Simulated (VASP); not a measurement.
The system is NaH.

```
CELL_PARAMETERS angstrom
0.00000 2.39751 2.39751
2.39751 0.00000 2.39751
2.39751 2.39751 0.00000
ATOMIC_POSITIONS crystal
Na 0.00000 0.00000 0.00000
H 0.50000 0.50000 0.50000
```

Base run:

| Item | Value |
| --- | --- |
| Program | VASP 6.6.1 |
| Functional | r2SCAN |
| Potentials or basis | VASP PAW PBE potentials, release 64 (Na_pv, H) |
| Cutoff | 520 eV |
| k mesh | 6 × 6 × 6 |
| Occupations | gaussian, width 0.01 eV |
| Spin | no spin polarisation |

Its results: band gap on the k mesh 4.46 eV (least direct gap 5.26 eV); pressure -0.3 GPa.

**Question.** After a change of settings the same cell gave: band gap on the k mesh 5.63 eV (least direct gap 6.56 eV); pressure 0.2 GPa. Which change was it?
A. functional from r2SCAN to PBE; k mesh from 6 × 6 × 6 to 10 × 10 × 10
B. functional from r2SCAN to PBE; further incar settings from ALGO = Normal; EDIFF = 1e-06; NBANDS = 11 to ALGO = Normal; EDIFF = 1e-07; NBANDS = 11
C. functional from r2SCAN to PBE
D. functional from r2SCAN to PBE0

**Answer.** D.

Caveats: the PAW data sets were made with another functional, which shifts forces and pressure a little.
